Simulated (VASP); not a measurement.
Input of a VASP 6.6.1 run:

INCAR

```
PREC = Accurate
ENCUT = 520
EDIFF = 1E-6
ISMEAR = -1
SIGMA = 0.05
LREAL = False
LASPH = True
NELM = 150
ALGO = Normal
ISIF = 2
LWAVE = False
LCHARG = True
ISPIN = 2
MAGMOM = 1 0 0
LORBIT = 11
LMAXMIX = 4
GGA = PS
LELF = True
LVHAR = True
NBANDS = 20
```

Contents of KPOINTS:

```
Automatic mesh
0
Gamma
  9 9 9
```

File POSCAR:

```
Si2Ni
1.0
    0.0000000000      2.7385698685      2.7385698685
    2.7385698685      0.0000000000      2.7385698685
    2.7385698685      2.7385698685      0.0000000000
Ni Si
1 2
Direct
    0.0000000000      0.0000000000      0.0000000000
    0.7500000000      0.7500000000      0.7500000000
    0.2500000000      0.2500000000      0.2500000000
```

Potentials or basis: VASP PAW PBE potentials, release 64 (Ni, Si).

Command:

```sh
$ cat potpaw_PBE.64/Ni/POTCAR potpaw_PBE.64/Si/POTCAR > POTCAR
$ mpirun -np 1 vasp_std > vasp.out
```

Question: What does it give for the net moment?

Answer: 0.00 μB per cell.

Question: Estimate the band gap on the k mesh.

Answer: Zero (filled and empty bands overlap).
